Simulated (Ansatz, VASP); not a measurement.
## Na: VASP beside Ansatz

```
Na
1.0
     3.84234    0.00000    0.00000
    -1.92117    3.32756    0.00000
     0.00000    0.00000    6.15400
Na
2
Direct
  0.66667 0.33333 0.75000
  0.33333 0.66667 0.25000
```

Alike in both runs: functional PBEsol; k mesh 7 × 7 × 4; occupations fermi-dirac, width 0.05 eV; no spin polarisation.

|  | VASP | Ansatz |
| --- | --- | --- |
| version | VASP 6.6.1 | Ansatz 0.2.0 |
| potentials or method | VASP PAW PBE potentials, release 64 (Na_pv) | Ansatz PAW |
| plane-wave cutoff (eV) | 520 | 420 |
| valence electrons in the cell | 14 | 18 |
| task | single point | band structure |

|  | VASP | Ansatz | Ansatz less VASP |
| --- | --- | --- | --- |
| gap on the k mesh at the Fermi level (eV) | none | none | - |
| pressure (GPa) | -0.5 | -0.5 | -0.03 |
| traceless stress, the component that is largest in VASP (GPa) | 0.45 | 0.45 | -0.001 |

VASP's potentials were made for PBE, not for PBEsol. A gap of «none» marks a metal or a gap that the smearing closes. VASP's potentials hold 14 valence electrons a cell and Ansatz's 18, so a difference there can come from the potentials and not from the codes.
